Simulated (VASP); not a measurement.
Input of a VASP 6.6.1 run:

Contents of POSCAR:

```
KCl
1.0
    0.0000000000      3.1448471213      3.1448471213
    3.1964226141      0.0000000000      3.1448471213
    3.1964226141      3.1448471213      0.0000000000
K Cl
1 1
Direct
    0.0000000000      0.0000000000      0.0000000000
    0.5000000000      0.5000000000      0.5000000000
```

File INCAR.step1:

```
  PREC = Accurate
  ENCUT = 520
  ISMEAR = 0
  SIGMA = 0.01
  LREAL = F
  LASPH = T
  NELM = 100
  NBANDS = 15
  GGA = PE
  ALGO = Normal
  EDIFF = 1E-4
  LWAVE = T
  LCHARG = F
```

The input INCAR.step2:

```
  PREC = Accurate
  ENCUT = 520
  EDIFF = 1E-7
  ISMEAR = 0
  SIGMA = 0.01
  LREAL = F
  LASPH = T
  NELM = 100
  ALGO = Normal
  ISIF = 2
  LWAVE = F
  LCHARG = F
  METAGGA = R2SCAN
  LMIXTAU = T
  NBANDS = 15
  ISTART = 1
```

The input KPOINTS:

```
Automatic mesh
0
Gamma
  8 8 8
```

Potentials or basis: VASP PAW PBE potentials, release 64 (K_sv, Cl).

The run is started by

```console
$ cat potpaw_PBE.64/K_sv/POTCAR potpaw_PBE.64/Cl/POTCAR > POTCAR
$ cp INCAR.step1 INCAR
$ mpirun -np 1 vasp_std > vasp.out
$ cp INCAR.step2 INCAR
$ mpirun -np 1 vasp_std > vasp.out
```

Q: Estimate the band gap on the k mesh.

A: 5.77 eV.

Q: Estimate the pressure.

A: -0.3 GPa.

Stress tensor (GPa, compression positive):
```
-0.68  0.00  0.00
 0.00 -0.09  0.00
 0.00  0.00 -0.09
```

Caveat: the cell differs from its parent crystal (uniaxial x strain +1.6%); the PAW data sets were made with another functional, which shifts forces and pressure a little. A k mesh can miss the band edges.
